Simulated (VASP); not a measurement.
# Mo4C in VASP: a series of runs

Mo4C is run at these levels: LDA; tasks: single point.

Program: VASP 6.6.1. These are calculated values, not measurements. Logs are shortened: lines on timing, memory, paths and dates and some standing lists are left out, and cuts for length are marked.

### 1 The cell of the first run

The cell holds a slab with vacuum, 5 atoms: a = 3.111 Å, b = 3.111 Å, c = 21.510 Å, α = 90.00°, β = 90.00°, γ = 90.00°.

### 2 Single point, LDA

INCAR reads:

```
SYSTEM = Mo4C
PREC = Accurate
ENCUT = 520
EDIFF = 1E-7
ISMEAR = 0
SIGMA = 0.1
LREAL = .False.
LASPH = .True.
NELM = 100
ALGO = Normal
ISIF = 2
LWAVE = .False.
LCHARG = .True.
LDIPOL = .True.
IDIPOL = 3
DIPOL = 0.5 0.5 0.327
GGA = CA
LELF = .True.
LVHAR = .True.
LVACPOTAV = .True.
NBANDS = 38
```

KPOINTS reads:

```
Automatic mesh
0
Gamma
  9 9 1
  0 0 0
```

POSCAR reads:

```
Mo4C
1.0
    3.1111816891      0.0000000000      0.0000000000
    0.0000000000      3.1111816891      0.0000000000
    0.0000000000      0.0000000000     21.5098172784
Mo C
4 1
Direct
    0.5000000000      0.5000000000      0.1859615983
    0.0000000000      0.0000000000      0.2582816382
    0.5000000000      0.5000000000      0.3325055024
    0.0000000000      0.0000000000      0.3956248056
    0.2500000000      0.2500000000      0.4644305969
```

Potentials or basis: VASP PAW LDA potentials, release 64 (Mo_sv, C).

Started as:

```sh
cat potpaw_LDA.64/Mo_sv/POTCAR potpaw_LDA.64/C/POTCAR > POTCAR
mpirun -np 1 vasp_std > vasp.out
```

OUTCAR:

```text
SYSTEM = Mo4C
   PREC = Accurate
   ENCUT = 520
   EDIFF = 1E-7
   ISMEAR = 0
   LREAL = .False.
   LASPH = .True.
   NELM = 100
   ISIF = 2
   GGA = CA

 ion  position               nearest neighbor table
   1  0.500  0.500  0.186-   2 2.69   2 2.69   2 2.69   2 2.69   3 3.15
   2  0.000  0.000  0.258-   1 2.69   1 2.69   1 2.69   1 2.69   3 2.72   3 2.72   3 2.72   3 2.72
                             4 2.95
   3  0.500  0.500  0.333-   4 2.59   4 2.59   4 2.59   4 2.59   2 2.72   2 2.72   2 2.72   2 2.72
                             1 3.15
   4  0.000  0.000  0.396-   5 1.84   3 2.59   3 2.59   3 2.59   3 2.59   2 2.95
   5  0.250  0.250  0.464-   4 1.84

  LATTYP: Found a simple tetragonal cell.
 ALAT       =     3.1111816891
 C/A-ratio  =     6.9137129965

  Lattice vectors:

 A1 = (   3.1111816891,   0.0000000000,   0.0000000000)
 A2 = (   0.0000000000,   3.1111816891,   0.0000000000)
 A3 = (   0.0000000000,   0.0000000000,  21.5098172784)

Analysis of symmetry for initial positions (statically):
=====================================================================
 Subroutine PRICEL returns:
 Original cell was already a primitive cell.

 Routine SETGRP: Setting up the symmetry group for a
 simple tetragonal supercell.

 Subroutine GETGRP returns: Found  2 space group operations
 (whereof  2 operations were pure point group operations)
 out of a pool of 16 trial point group operations.

The static configuration has the point symmetry C_1h.

Analysis of symmetry for dynamics (positions and initial velocities):
=====================================================================
 Subroutine PRICEL returns:
 Original cell was already a primitive cell.

 Routine SETGRP: Setting up the symmetry group for a
 simple tetragonal supercell.

 Subroutine GETGRP returns: Found  2 space group operations
 (whereof  2 operations were pure point group operations)
 out of a pool of 16 trial point group operations.

The dynamic configuration has the point symmetry C_1h.

 Subroutine INISYM returns: Found  2 space group operations
 (whereof  2 operations are pure point group operations),
 and found     1 'primitive' translations

----------------------------------------------------------------------------------------

                                     Primitive cell

  volume of cell :     208.2032

  direct lattice vectors                    reciprocal lattice vectors
     3.111181689  0.000000000  0.000000000     0.321421280  0.000000000  0.000000000
     0.000000000  3.111181689  0.000000000     0.000000000  0.321421280  0.000000000
     0.000000000  0.000000000 21.509817278     0.000000000  0.000000000  0.046490400

  length of vectors
     3.111181689  3.111181689 21.509817278     0.321421280  0.321421280  0.046490400

  position of ions in fractional coordinates (direct lattice)
     0.500000000  0.500000000  0.185961598
     0.000000000  0.000000000  0.258281638
     0.500000000  0.500000000  0.332505502
     0.000000000  0.000000000  0.395624806
     0.250000000  0.250000000  0.464430597

  ion indices of the primitive-cell ions
   primitive index   ion index
                 1           1
                 2           2
                 3           3
                 4           4
                 5           5

----------------------------------------------------------------------------------------

 KPOINTS: Automatic mesh

Automatic generation of k-mesh.
 Grid dimensions read from file:
 generate k-points for:    9    9    1

 Generating k-lattice:

  Cartesian coordinates                     Fractional coordinates (reciprocal lattice)
     0.035713476  0.000000000  0.000000000     0.111111111  0.000000000  0.000000000
     0.000000000  0.035713476  0.000000000     0.000000000  0.111111111  0.000000000
     0.000000000  0.000000000  0.046490400     0.000000000  0.000000000  1.000000000

  Length of vectors
     0.035713476  0.035713476  0.046490400

  Shift w.r.t. Gamma in fractional coordinates (k-lattice)
     0.000000000  0.000000000  0.000000000

 Subroutine IBZKPT returns following result:
 ===========================================

 Found     25 irreducible k-points:

 Following reciprocal coordinates:
            Coordinates               Weight
  0.000000  0.000000  0.000000      1.000000
  0.111111  0.000000  0.000000      4.000000
  0.222222  0.000000  0.000000      4.000000
  0.333333  0.000000  0.000000      4.000000
  0.444444  0.000000  0.000000      4.000000
  0.111111  0.111111  0.000000      2.000000
[... 16 lines left out ...]
 -0.333333  0.444444  0.000000      4.000000
  0.444444  0.444444  0.000000      2.000000
   k-points           NKPTS =     25   k-points in BZ     NKDIM =     25   number of bands    NBANDS=     38
   number of dos      NEDOS =    301   number of ions     NIONS =      5
   total plane-waves  NPLWV =  92160
   dimension x,y,z NGX =    24 NGY =   24 NGZ =  160
   dimension x,y,z NGXF=    48 NGYF=   48 NGZF=  320
   ions per type =               4   1
   NGX,Y,Z   is equivalent  to a cutoff of  12.82, 12.82, 12.37 a.u.
   NGXF,Y,Z  is equivalent  to a cutoff of  25.65, 25.65, 24.73 a.u.
 SYSTEM =  Mo4C
   PREC   = accura    normal or accurate (medium, high low for compatibility)
   ISTART =      0    job   : 0-new  1-cont  2-samecut
   ICHARG =      2    charge: 1-file 2-atom 10-const
   ISPIN  =      1    spin polarized calculation?
   LNONCOLLINEAR =      F non collinear calculations
   LSORBIT =      F    spin-orbit coupling
   LASPH  =      T    aspherical Exc in radial PAW
   ENCUT  =  520.0 eV  38.22 Ry    6.18 a.u.   5.78  5.78 39.99*2*pi/ulx,y,z
   NELM   =    100;   NELMIN=  2; NELMDL= -5     # of ELM steps
   EDIFF  = 0.1E-06   stopping-criterion for ELM
   LREAL  =      F    real-space projection
   EDIFFG = 0.1E-05   stopping-criterion for IOM
   NSW    =      0    number of steps for IOM
   IBRION =     -1    ionic relax: 0-MD 1-quasi-New 2-CG
   NFREE  =      0    steps in history (QN), initial steepest desc. (CG)
   ISIF   =      2    stress and relaxation
   ISYM   =      2    0-nonsym 1-usesym 2-fastsym
   POTIM  = 0.5000    time-step for ionic-motion
   TEBEG  =    0.0;   TEEND  =   0.0 temperature during run
   PSTRESS=    0.0 pullay stress
   NELECT =      60.0000    total number of electrons
   NUPDOWN=      -1.0000    fix difference up-down
   EMIN   =  10.00;   EMAX   =-10.00  energy-range for DOS
   EFERMI =   0.00;   METHOD = LEGACY
   ISMEAR =     0;   SIGMA  =   0.10  broadening in eV -4-tet -1-fermi 0-gaus
   EFERMI_NEDOS =   21; number of points for ismear=-14 and -15
   IALGO  =     38    algorithm
   IMIX   =      4    mixing-type and parameters
     AMIX     =   0.40;   BMIX     =  1.00
     AMIX_MAG =   1.60;   BMIX_MAG =  1.00
  volume/ion in A,a.u.               =      41.64       281.00
  Fermi-wavevector in a.u.,A,eV,Ry     =   1.081341  2.043439 15.909276  1.169299
  Thomas-Fermi vector in A             =   2.217355
   LORBIT       =      0    0 simple, 1 ext, 2 COOP (PROOUT), +10 PAW based schemes
   GGA     = CA    functional components
   LHFCALC =     F    Hartree Fock is set to
   AEXX    =    0.0000 exact exchange contribution
   IVDW    =     0    specifies the selected vdW correction
   LEPSILON=     F    determine dielectric tensor
   LRPA    =     F    only Hartree local field effects (RPA)
 non-spin polarized calculation
 Gauss-broadening in eV      SIGMA  =   0.10
  energy-cutoff  :      520.00
  volume of cell :      208.20
 maximum number of plane-waves:      5636
   NGX = 11   NGY = 11   NGZ = 79

 dipolmoment           0.000000      0.000000     -0.084140 electrons x Angstroem

 number of electron      59.9999987 magnetization

 dipolmoment           0.000000      0.000000      0.131615 electrons x Angstroem

 Free energy of the ion-electron system (eV)
  ---------------------------------------------------
  ext. energy  EPLUGINS =         0.00000000
  ---------------------------------------------------
  free energy    TOTEN  =       -50.94926607 eV

  energy without entropy =      -50.91844926  energy(sigma->0) =      -50.93385767

 E-fermi :   0.3447     XC(G=0):  -5.5263

 val. band max:        0.3306176637   @ k =   0.4444   0.1111   0.0000
 cond. band min:       0.3457862462   @ k =  -0.1111   0.3333   0.0000
 fundamental gap:      0.0151685825
 Fermi energy:         0.3446994531

 k-point     1 :       0.0000    0.0000    0.0000
  band No.  band energies     occupation
      1     -60.4103      2.00000
      2     -60.1875      2.00000
      3     -59.9286      2.00000
      4     -59.7629      2.00000
      5     -34.9115      2.00000
      6     -34.8575      2.00000
[... 30 lines left out ...]
     37       2.8475      0.00000
     38       3.0156      0.00000

 k-point     2 :       0.1111    0.0000    0.0000
  band No.  band energies     occupation
      1     -60.3943      2.00000
      2     -60.1809      2.00000
      3     -59.9325      2.00000
      4     -59.7706      2.00000
      5     -34.9717      2.00000
      6     -34.9015      2.00000
[... 30 lines left out ...]
     37       2.4860      0.00000
     38       2.7895      0.00000

 k-point     3 :       0.2222    0.0000    0.0000
  band No.  band energies     occupation
      1     -60.3497      2.00000
      2     -60.1649      2.00000
      3     -59.9443      2.00000
      4     -59.7914      2.00000
      5     -35.1073      2.00000
      6     -35.0194      2.00000
[... 30 lines left out ...]
     37       2.3960      0.00000
[... 781 lines left out ...]
 k-point    23 :      -0.3333    0.4444    0.0000
  band No.  band energies     occupation
      1     -60.1984      2.00000
      2     -60.1425      2.00000
      3     -59.9595      2.00000
      4     -59.8191      2.00000
      5     -35.2957      2.00000
      6     -35.1779      2.00000
[... 30 lines left out ...]
     37       3.0708      0.00000
     38       3.4081      0.00000

 k-point    24 :       0.4444    0.4444    0.0000
  band No.  band energies     occupation
      1     -60.1892      2.00000
      2     -60.1384      2.00000
      3     -59.9548      2.00000
      4     -59.8140      2.00000
      5     -35.3348      2.00000
      6     -35.2852      2.00000
[... 30 lines left out ...]
     37       3.0410      0.00000
     38       3.1811      0.00000

 [... further k-points ...]

------------------------ aborting loop because EDIFF is reached ----------------------------------------

  FORCE on cell =-STRESS in cart. coord.  units (eV):
  Direction    XX          YY          ZZ          XY          YZ          ZX
  --------------------------------------------------------------------------------------
  -------------------------------------------------------------------------------------
  Total       -3.8612419     -3.8612419     -2.2185531      1.2696634      1.2130901      1.2130902
  in kB      -29.7132481    -29.7132481    -17.0723358      9.7703858      9.3350398      9.3350408
  external PRESSURE =     -25.4996107 kB  Pullay stress =       0.0000000 kB

 VOLUME and BASIS-vectors are now :
 -----------------------------------------------------------------------------
  energy-cutoff  :      520.00
  volume of cell :      208.20
      direct lattice vectors                 reciprocal lattice vectors
     3.111181689  0.000000000  0.000000000     0.321421280  0.000000000  0.000000000
     0.000000000  3.111181689  0.000000000     0.000000000  0.321421280  0.000000000
     0.000000000  0.000000000 21.509817278     0.000000000  0.000000000  0.046490400

 POSITION                                       TOTAL-FORCE (eV/Angst)
 -----------------------------------------------------------------------------------
      1.55559      1.55559      4.00000        -0.038415     -0.038415      1.943696
      0.00000      0.00000      5.55559         0.195422      0.195422     -1.962529
      1.55559      1.55559      7.15213        -0.448847     -0.448847     -1.794710
      0.00000      0.00000      8.50982        -0.389135     -0.389135      2.935509
      0.77780      0.77780      9.98982         0.680975      0.680975     -1.121967
 -----------------------------------------------------------------------------------
    total drift:                               -0.000013     -0.000013      0.000280

  FREE ENERGIE OF THE ION-ELECTRON SYSTEM (eV)
  ---------------------------------------------------
  free  energy   TOTEN  =       -50.9492660714 eV

  energy  without entropy=      -50.9184492587  energy(sigma->0) =      -50.93385767

 vacuum level on the upper side and lower side of the slab         6.987         4.527
```

Wall time 5.8 min (1 thread of Intel Xeon Platinum 8488C (Sapphire Rapids), shared host); peak memory 0.33 GiB.

Results:

```
Free energy            : -50.9493 eV
Largest force          : 2.987 eV/Å
Band gap on the k mesh : zero (bands 30 and 31 overlap by 0.60 eV)
```

Forces on the atoms (eV/Å):
```
Mo  -0.038 -0.038  1.944
Mo   0.195  0.195 -1.963
Mo  -0.449 -0.449 -1.795
Mo  -0.389 -0.389  2.936
C    0.681  0.681 -1.122
```

Levels at points of the mesh, in eV from the Fermi level:
| k point | band 27 | band 28 | band 29 | band 30 | band 31 | band 32 | band 33 | band 34 |
| --- | --- | --- | --- | --- | --- | --- | --- | --- |
| (0.00, 0.00, 0.00) | -1.14 | -1.04 | -0.54 | -0.16 | 0.00 | 0.39 | 0.49 | 0.94 |

(Part 1 of 2 ends here.)

The gap in the log of VASP goes by the Fermi energy; the results here count the filled bands.